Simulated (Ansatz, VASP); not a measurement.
One calculation of SiO2, two programs

Contents of POSCAR:

```
SiO2
1.0
   -2.4719629981      2.4719629981      3.6578437059
    2.4719629981     -2.4719629981      3.6578437059
    2.4719629981      2.4719629981     -3.6578437059
Si O
2 4
Direct
    0.0000000000      0.0000000000      0.0000000000
    0.7500000000      0.2500000000      0.5000000000
    0.9733622659      0.6250000000      0.8483622659
    0.3750000000      0.2233622659      0.3483622659
    0.7766377341      0.1250000000      0.1516377341
    0.8750000000      0.0266377341      0.6516377341
```

Contents of INCAR.step1:

```
SYSTEM = SiO2
ALGO = Normal
EDIFF = 1E-4
ENCUT = 520
GGA = PE
ISMEAR = 0
LASPH = .True.
LCHARG = .False.
LREAL = .False.
LWAVE = .True.
NBANDS = 25
NELM = 100
PREC = Accurate
SIGMA = 0.01
```

Contents of INCAR.step2:

```
SYSTEM = SiO2
ALGO = Normal
EDIFF = 1E-7
ENCUT = 520
ISIF = 2
ISMEAR = 0
ISTART = 1
LASPH = .True.
LCHARG = .False.
LMIXTAU = .True.
LREAL = .False.
LWAVE = .False.
METAGGA = R2SCAN
NBANDS = 25
NELM = 100
PREC = Accurate
SIGMA = 0.01
```

File KPOINTS:

```
k-points
0
Gamma
  8 8 8
  0 0 0
```

Input for Ansatz:

```yaml
crystal:
  lattice:
    - [-2.4719629981, 2.4719629981, 3.6578437059]
    - [2.4719629981, -2.4719629981, 3.6578437059]
    - [2.4719629981, 2.4719629981, -3.6578437059]
  atoms:
    - { symbol: Si, position: [0.0, 0.0, 0.0] }
    - { symbol: Si, position: [0.75, 0.25, 0.5] }
    - { symbol: O, position: [0.9733622659, 0.625, 0.8483622659] }
    - { symbol: O, position: [0.375, 0.2233622659, 0.3483622659] }
    - { symbol: O, position: [0.7766377341, 0.125, 0.1516377341] }
    - { symbol: O, position: [0.875, 0.0266377341, 0.6516377341] }
kpoints:
  mp_grid: { grid: [8, 8, 8] }
  band_path:
    path:
      - [0.0, 0.0, 0.0]
      - [0.0, 0.0, 0.5]
      - [0.25, 0.25, 0.25]
      - [0.0, 0.5, 0.0]
      - [0.5, 0.5, -0.5]
      - [0.3641756915, 0.6358243085, -0.3641756915]
      - [-0.3641756915, 0.3641756915, 0.3641756915]
      - [-0.2283513829, 0.2283513829, 0.5]
      - [0.5, 0.5, -0.2283513829]
    npoints: 1
hamiltonian:
  xc: r2scan
scf:
  occupations: { method: fixed }
  n_extra_bands: 5
output:
  forces: true
  stress: true
  eigenvalues: true
```

Alike in both runs: task single point; functional r2SCAN; k mesh 8 × 8 × 8; no spin polarisation.

```csv
,VASP,Ansatz
version,VASP 6.6.1,Ansatz 0.2.0
potentials or method,"VASP PAW PBE potentials, release 64 (Si, O)","plane waves, PAW"
plane-wave cutoff (eV),520,500
occupations,"gaussian, width 0.01 eV",fixed
valence electrons in the cell,32,32
```

```csv
,VASP,Ansatz,Ansatz less VASP
gap on the k mesh at the Fermi level (eV),6.56,6.56,+0.001
pressure (GPa),0.2,0.0,-0.18
```

VASP's potentials were made for PBE, not for r2SCAN.
